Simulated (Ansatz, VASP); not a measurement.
# One calculation of AlIn2N3, two programs

```
Al In N
1.0
     5.09350   -2.93131    0.00000
     5.09350    2.93131    0.00000
     0.00000    0.00000    5.44502
Al In N
2 4 6
Direct
  0.34071 0.65929 0.98927
  0.65929 0.34071 0.48927
  0.98845 0.33553 0.98727
  0.66447 0.01155 0.98727
  0.01155 0.66447 0.48727
  0.33553 0.98845 0.48727
  0.97053 0.33277 0.38485
  0.66723 0.02947 0.38485
  0.02947 0.66723 0.88485
  0.33277 0.97053 0.88485
  0.36716 0.63284 0.33849
  0.63284 0.36716 0.83849
```

Alike in both runs: task single point; functional PBEsol; k mesh 6 × 6 × 6; occupations gaussian, width 0.05 eV; no spin polarisation.

```csv
,VASP,Ansatz
version,VASP 6.6.1,Ansatz 0.2.0
potentials or method,"VASP PAW PBE potentials, release 64 (Al, In_d, N), cutoff 520 eV","scalar-relativistic, plane waves, PAW"
valence electrons in the cell,88,88
```

Ansatz gave:

| Item | Value |
| --- | --- |
| gap on the k mesh at the Fermi level (eV) | 0.95 |
| least direct gap on the mesh (eV) | 0.95 |
| pressure (GPa) | 0.0 |
| rms of the force components (eV/Å) | 0.000 |

Problem. Estimate VASP's values.

Solution. gap on the k mesh at the Fermi level (eV): 0.95; least direct gap on the mesh (eV): 0.95; pressure (GPa): 0.1; rms of the force components (eV/Å): 0.010.

VASP's potentials were made for PBE, not for PBEsol. Atom by atom the forces differ by 0.010 eV/Å (rms over components).
